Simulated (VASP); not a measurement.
# Ta8HN8 (a cell with a defect) in VASP: single point with PBE

Aim: the single point of Ta8HN8 (a cell with a defect) with PBE.

Program: VASP 6.6.1. These are calculated values, not measurements. Logs are shortened: lines on timing, memory, paths and dates and some standing lists are left out, and cuts for length are marked.

### Step 1. The cell of the first run

The cell holds a defect, 17 atoms: a = 5.796 Å, b = 5.900 Å, c = 5.900 Å, α = 120.00°, β = 90.00°, γ = 90.00°.

### Step 2. Single point, PBE

Contents of INCAR:

```
PREC = Accurate ; ENCUT = 520
EDIFF = 1E-7 ; ISMEAR = 0
SIGMA = 0.1 ; LREAL = Auto
LASPH = True ; NELM = 100
ALGO = Normal ; ISIF = 2
LWAVE = False ; LCHARG = False
GGA = PE ; NBANDS = 78
```

Contents of KPOINTS:

```
Automatic mesh
0
Gamma
  4 5 5
  0.5 0 0
```

Contents of POSCAR:

```
Ta8HN8
1.0
    0.0000000000      0.0000000000     -5.7955432031
    5.9003693593      0.0000000000      0.0000000000
   -2.9501846797     -5.1098697569      0.0000000000
Ta N H
8 8 1
Direct
    0.2514490789      0.8333345396      0.1666656961
    0.7485508861      0.8333345396      0.1666656961
    0.2510979470      0.3344459355      0.1688882576
    0.7489020180      0.3344459355      0.1688882576
    0.2510979470      0.8311120749      0.6655543413
    0.7489020180      0.8311120749      0.6655543413
    0.2510979470      0.3344458797      0.6655543413
    0.7489020180      0.3344458797      0.6655543413
    0.5000000688      0.4991687655     -0.0004172318
    0.0000000000      0.5094751051      0.0047357371
    0.5000000688      0.0004175182     -0.0004174275
    0.0000000000     -0.0047357545      0.0047357371
    0.5000000688      0.5000013293      0.4999990453
    0.0000000000      0.5000013293      0.4999990453
    0.5000000688      0.0004175283      0.5008315518
    0.0000000000     -0.0047356363      0.4905252226
    0.9999999650      0.1666691360      0.8333323945
```

Potentials or basis: VASP PAW PBE potentials, release 64 (Ta_pv, N, H).

The run is started by

```
$ cat potpaw_PBE.64/Ta_pv/POTCAR potpaw_PBE.64/N/POTCAR potpaw_PBE.64/H/POTCAR > POTCAR
$ mpirun -np 1 vasp_std > vasp.out
```

OUTCAR:

```text
PREC = Accurate
   ENCUT = 520
   EDIFF = 1E-7
   ISMEAR = 0
   LREAL = Auto
   LASPH = True
   NELM = 100
   ISIF = 2
   GGA = PE

 ion  position               nearest neighbor table
   1  0.251  0.833  0.167-  10 2.21  16 2.21  12 2.21   9 2.23  15 2.23  11 2.23   2 2.88   2 2.91
                             5 2.95   3 2.95   7 2.95   7 2.95   3 2.95   5 2.95
   2  0.749  0.833  0.167-  10 2.21  16 2.21  12 2.21   9 2.23  15 2.23  11 2.23   1 2.88   1 2.91
                             6 2.95   4 2.95   8 2.95   8 2.95   4 2.95   6 2.95
   3  0.251  0.334  0.169-  13 2.22  14 2.23   9 2.23  11 2.23  12 2.26  10 2.26   4 2.89   4 2.91
                             5 2.93   7 2.93   1 2.95   1 2.95   7 2.97   5 2.97
   4  0.749  0.334  0.169-  13 2.22  14 2.23   9 2.23  11 2.23  12 2.26  10 2.26   3 2.89   3 2.91
                             6 2.93   8 2.93   2 2.95   2 2.95   8 2.97   6 2.97
   5  0.251  0.831  0.666-  13 2.22  14 2.23  11 2.23  15 2.23  12 2.26  16 2.26   6 2.89   6 2.91
                             3 2.93   7 2.93   1 2.95   1 2.95   7 2.97   3 2.97
   6  0.749  0.831  0.666-  13 2.22  14 2.23  11 2.23  15 2.23  12 2.26  16 2.26   5 2.89   5 2.91
                             4 2.93   8 2.93   2 2.95   2 2.95   8 2.97   4 2.97
   7  0.251  0.334  0.666-  13 2.22  14 2.23  15 2.23   9 2.23  10 2.26  16 2.26   8 2.89   8 2.91
                             3 2.93   5 2.93   1 2.95   1 2.95   5 2.97   3 2.97
   8  0.749  0.334  0.666-  13 2.22  14 2.23  15 2.23   9 2.23  10 2.26  16 2.26   7 2.89   7 2.91
                             4 2.93   6 2.93   2 2.95   2 2.95   6 2.97   4 2.97
   9  0.500  0.499  1.000-   2 2.23   1 2.23   4 2.23   8 2.23   3 2.23   7 2.23
  10  0.000  0.509  0.005-   1 2.21   2 2.21   7 2.26   8 2.26   3 2.26   4 2.26
  11  0.500  0.000  1.000-   2 2.23   1 2.23   6 2.23   5 2.23   4 2.23   3 2.23
  12  0.000  0.995  0.005-   1 2.21   2 2.21   5 2.26   6 2.26   3 2.26   4 2.26
  13  0.500  0.500  0.500-   6 2.22   8 2.22   4 2.22   5 2.22   7 2.22   3 2.22
  14  0.000  0.500  0.500-   5 2.23   7 2.23   6 2.23   8 2.23   3 2.23   4 2.23
  15  0.500  0.000  0.501-   2 2.23   1 2.23   6 2.23   8 2.23   5 2.23   7 2.23
  16  0.000  0.995  0.491-   1 2.21   2 2.21   5 2.26   6 2.26   7 2.26   8 2.26
  17  1.000  0.167  0.833-

  LATTYP: Found a hexagonal cell.
 ALAT       =     5.9003693593
 C/A-ratio  =     0.9822339671

  Lattice vectors:

 A1 = (   5.9003693593,   0.0000000000,   0.0000000000)
 A2 = (  -2.9501846797,  -5.1098697569,   0.0000000000)
 A3 = (   0.0000000000,   0.0000000000,  -5.7955432031)

Analysis of symmetry for initial positions (statically):
=====================================================================
 Subroutine PRICEL returns:
 Original cell was already a primitive cell.

 Routine SETGRP: Setting up the symmetry group for a
 hexagonal supercell.

 Subroutine GETGRP returns: Found 12 space group operations
 (whereof  4 operations were pure point group operations)
 out of a pool of 24 trial point group operations.

The static configuration has the point symmetry C_2v.
 The point group associated with its full space group is D_3h.

Analysis of symmetry for dynamics (positions and initial velocities):
=====================================================================
 Subroutine PRICEL returns:
 Original cell was already a primitive cell.

 Routine SETGRP: Setting up the symmetry group for a
 hexagonal supercell.

 Subroutine GETGRP returns: Found 12 space group operations
 (whereof  4 operations were pure point group operations)
 out of a pool of 24 trial point group operations.

The dynamic configuration has the point symmetry C_2v.
 The point group associated with its full space group is D_3h.

 Subroutine INISYM returns: Found 12 space group operations
 (whereof  4 operations are pure point group operations),
 and found     1 'primitive' translations

----------------------------------------------------------------------------------------

                                     Primitive cell

  volume of cell :     174.7363

  direct lattice vectors                    reciprocal lattice vectors
     0.000000000  0.000000000 -5.795543203     0.000000000  0.000000000 -0.172546380
     5.900369359  0.000000000  0.000000000     0.169480915 -0.097849852  0.000000000
    -2.950184680 -5.109869757  0.000000000     0.000000000 -0.195699704  0.000000000

  length of vectors
     5.795543203  5.900369359  5.900369359     0.172546380  0.195699704  0.195699704

  position of ions in fractional coordinates (direct lattice)
     0.251449079  0.833334540  0.166665696
     0.748550886  0.833334540  0.166665696
     0.251097947  0.334445935  0.168888258
     0.748902018  0.334445935  0.168888258
     0.251097947  0.831112075  0.665554341
     0.748902018  0.831112075  0.665554341
[... 9 lines left out ...]
     0.000000000  0.995264364  0.490525223
     0.999999965  0.166669136  0.833332394

  ion indices of the primitive-cell ions
   primitive index   ion index
                 1           1
                 2           2
                 3           3
                 4           4
                 5           5
                 6           6
[... 9 lines left out ...]
                16          16
                17          17

----------------------------------------------------------------------------------------

 KPOINTS: Automatic mesh

Automatic generation of k-mesh.
 Grid dimensions read from file:
 generate k-points for:    4    5    5

 Generating k-lattice:

  Cartesian coordinates                     Fractional coordinates (reciprocal lattice)
     0.000000000  0.000000000 -0.043136595     0.250000000  0.000000000  0.000000000
     0.033896183 -0.019569970  0.000000000     0.000000000  0.200000000  0.000000000
     0.000000000 -0.039139941  0.000000000     0.000000000  0.000000000  0.200000000

  Length of vectors
     0.043136595  0.039139941  0.039139941

  Shift w.r.t. Gamma in fractional coordinates (k-lattice)
     0.500000000  0.000000000  0.000000000

 Subroutine IBZKPT returns following result:
 ===========================================

 Found     10 irreducible k-points:

 Following reciprocal coordinates:
            Coordinates               Weight
  0.125000  0.000000  0.000000      2.000000
  0.375000  0.000000  0.000000      2.000000
  0.125000  0.200000  0.000000     12.000000
  0.375000  0.200000  0.000000     12.000000
  0.125000  0.400000  0.000000     12.000000
  0.375000  0.400000  0.000000     12.000000
  0.125000  0.200000  0.200000     12.000000
  0.375000  0.200000  0.200000     12.000000
  0.125000  0.400000  0.200000     12.000000
  0.375000  0.400000  0.200000     12.000000
   k-points           NKPTS =     10   k-points in BZ     NKDIM =     10   number of bands    NBANDS=     78
   number of dos      NEDOS =    301   number of ions     NIONS =     17
   total plane-waves  NPLWV = 110592
   dimension x,y,z NGX =    48 NGY =   48 NGZ =   48
   dimension x,y,z NGXF=    96 NGYF=   96 NGZF=   96
   ions per type =               8   8   1
   NGX,Y,Z   is equivalent  to a cutoff of  13.77, 13.52, 13.52 a.u.
   NGXF,Y,Z  is equivalent  to a cutoff of  27.54, 27.05, 27.05 a.u.
 SYSTEM =  unknown system
   PREC   = accura    normal or accurate (medium, high low for compatibility)
   ISTART =      0    job   : 0-new  1-cont  2-samecut
   ICHARG =      2    charge: 1-file 2-atom 10-const
   ISPIN  =      1    spin polarized calculation?
   LNONCOLLINEAR =      F non collinear calculations
   LSORBIT =      F    spin-orbit coupling
   LASPH  =      T    aspherical Exc in radial PAW
   ENCUT  =  520.0 eV  38.22 Ry    6.18 a.u.  10.78 10.97 10.97*2*pi/ulx,y,z
   NELM   =    100;   NELMIN=  2; NELMDL= -5     # of ELM steps
   EDIFF  = 0.1E-06   stopping-criterion for ELM
   LREAL  =      T    real-space projection
   EDIFFG = 0.1E-05   stopping-criterion for IOM
   NSW    =      0    number of steps for IOM
   IBRION =     -1    ionic relax: 0-MD 1-quasi-New 2-CG
   NFREE  =      0    steps in history (QN), initial steepest desc. (CG)
   ISIF   =      2    stress and relaxation
   ISYM   =      2    0-nonsym 1-usesym 2-fastsym
   POTIM  = 0.5000    time-step for ionic-motion
   TEBEG  =    0.0;   TEEND  =   0.0 temperature during run
   PSTRESS=    0.0 pullay stress
   NELECT =     129.0000    total number of electrons
   NUPDOWN=      -1.0000    fix difference up-down
   EMIN   =  10.00;   EMAX   =-10.00  energy-range for DOS
   EFERMI =   0.00;   METHOD = LEGACY
   ISMEAR =     0;   SIGMA  =   0.10  broadening in eV -4-tet -1-fermi 0-gaus
   EFERMI_NEDOS =   21; number of points for ismear=-14 and -15
   IALGO  =     38    algorithm
   IMIX   =      4    mixing-type and parameters
     AMIX     =   0.40;   BMIX     =  1.00
     AMIX_MAG =   1.60;   BMIX_MAG =  1.00
  volume/ion in A,a.u.               =      10.28        69.36
  Fermi-wavevector in a.u.,A,eV,Ry     =   1.479598  2.796034 29.786005  2.189210
  Thomas-Fermi vector in A             =   2.593736
   LORBIT       =      0    0 simple, 1 ext, 2 COOP (PROOUT), +10 PAW based schemes
   GGA     = PE    functional components
   LHFCALC =     F    Hartree Fock is set to
   AEXX    =    0.0000 exact exchange contribution
   IVDW    =     0    specifies the selected vdW correction
   LEPSILON=     F    determine dielectric tensor
   LRPA    =     F    only Hartree local field effects (RPA)
 non-spin polarized calculation
 Gauss-broadening in eV      SIGMA  =   0.10
  energy-cutoff  :      520.00
  volume of cell :      174.74
 maximum number of plane-waves:      4717
 NGX is ok and might be reduce to    48
   NGX = 21   NGY = 21   NGZ = 21

 number of electron     129.0000004 magnetization

 Free energy of the ion-electron system (eV)
  ---------------------------------------------------
  ext. energy  EPLUGINS =         0.00000000
  ---------------------------------------------------
  free energy    TOTEN  =      -179.77983742 eV

  energy without entropy =     -179.76231352  energy(sigma->0) =     -179.77107547

 E-fermi :   9.1623     XC(G=0): -13.3358

 val. band max:        9.1005467874   @ k =   0.3750   0.2000   0.2000
 cond. band min:       9.1817510001   @ k =   0.1250   0.2000   0.2000
 fundamental gap:      0.0812042128
 Fermi energy:         9.1622514607

 k-point     1 :       0.1250    0.0000    0.0000
  band No.  band energies     occupation
      1     -27.4704      2.00000
      2     -27.3442      2.00000
      3     -27.2654      2.00000
      4     -27.2654      2.00000
      5     -27.2251      2.00000
      6     -27.2251      2.00000
[... 68 lines left out ...]
     75      11.5281      0.00000
     76      11.9023      0.00000

 k-point     2 :       0.3750    0.0000    0.0000
  band No.  band energies     occupation
      1     -27.3066      2.00000
      2     -27.2380      2.00000
      3     -27.2351      2.00000
      4     -27.2218      2.00000
      5     -27.2218      2.00000
      6     -27.1596      2.00000
[... 68 lines left out ...]
     75      11.3417      0.00000
     76      12.1648      0.00000

 k-point     3 :       0.1250    0.2000    0.0000
  band No.  band energies     occupation
      1     -27.4465      2.00000
      2     -27.2865      2.00000
      3     -27.2454      2.00000
      4     -27.2268      2.00000
      5     -27.2131      2.00000
      6     -27.1991      2.00000
[... 542 lines left out ...]
     75      11.2678      0.00000
     76      11.3489      0.00000

 k-point    10 :       0.3750    0.4000    0.2000
  band No.  band energies     occupation
      1     -27.1355      2.00000
      2     -27.1156      2.00000
      3     -27.0648      2.00000
      4     -27.0624      2.00000
      5     -27.0088      2.00000
      6     -26.9853      2.00000
[... 68 lines left out ...]
     75      11.2170      0.00000
     76      11.5480      0.00000
 [bands above 76 left out]

------------------------ aborting loop because EDIFF is reached ----------------------------------------

  FORCE on cell =-STRESS in cart. coord.  units (eV):
  Direction    XX          YY          ZZ          XY          YZ          ZX
  --------------------------------------------------------------------------------------
  -------------------------------------------------------------------------------------
  Total        5.2419832      5.2419832      3.7051464      0.0000000      0.0000000      0.0000000
  in kB       48.0643447     48.0643447     33.9729127      0.0000000      0.0000000      0.0000000
  external PRESSURE =      43.3672007 kB  Pullay stress =       0.0000000 kB

 VOLUME and BASIS-vectors are now :
 -----------------------------------------------------------------------------
  energy-cutoff  :      520.00
  volume of cell :      174.74
      direct lattice vectors                 reciprocal lattice vectors
     0.000000000  0.000000000 -5.795543203     0.000000000  0.000000000 -0.172546380
     5.900369359  0.000000000  0.000000000     0.169480915 -0.097849852  0.000000000
    -2.950184680 -5.109869757  0.000000000     0.000000000 -0.195699704  0.000000000

 POSITION                                       TOTAL-FORCE (eV/Angst)
 -----------------------------------------------------------------------------------
      4.42529     -0.85164     -1.45728         0.000000     -0.000000     -0.010836
      4.42529     -0.85164     -4.33826         0.000000     -0.000000      0.010836
      1.47510     -0.86300     -1.45525         0.000000      0.004833      0.007437
      1.47510     -0.86300     -4.34029         0.000000      0.004833     -0.007437
      2.94036     -3.40090     -1.45525         0.004186     -0.002417      0.007437
      2.94036     -3.40090     -4.34029         0.004186     -0.002417     -0.007437
[... 9 lines left out ...]
      4.42529     -2.50652      0.00000         0.000000      0.001747      0.000000
     -1.47508     -4.25822     -5.79554         0.000000     -0.000000      0.000000
 -----------------------------------------------------------------------------------
    total drift:                                0.046808      0.012957      0.000723

  FREE ENERGIE OF THE ION-ELECTRON SYSTEM (eV)
  ---------------------------------------------------
  free  energy   TOTEN  =      -179.7798374164 eV

  energy  without entropy=     -179.7623135196  energy(sigma->0) =     -179.77107547
```

Wall time 7.7 min (1 thread of Intel Xeon Platinum 8259CL at 2.50GHz (Skylake/Cascade Lake), shared host); peak memory 0.38 GiB.

Results:

```yaml
Free_energy: -179.7798 eV
Pressure: 4.3 GPa
Largest_force: 0.016 eV/Å
Band_gap_on_the_k_mesh: zero (an odd number of electrons rules out a gap without spin polarisation)
```

Forces on the atoms (eV/Å):
```
Ta   0.000  0.000 -0.011
Ta   0.000  0.000  0.011
Ta   0.000  0.005  0.007
Ta   0.000  0.005 -0.007
Ta   0.004 -0.002  0.007
Ta   0.004 -0.002 -0.007
Ta  -0.004 -0.002  0.007
Ta  -0.004 -0.002 -0.007
N    0.014 -0.008  0.000
N    0.002 -0.001  0.000
N   -0.014 -0.008  0.000
N   -0.002 -0.001  0.000
N    0.000  0.000  0.000
N    0.000  0.000  0.000
N    0.000  0.016  0.000
N    0.000  0.002  0.000
H    0.000  0.000  0.000
```

Stress tensor (GPa, compression positive):
```
4.81 0.00 0.00
0.00 4.81 0.00
0.00 0.00 3.40
```

Caveat: spin-orbit coupling is left out, which moves the levels of the heavy elements.
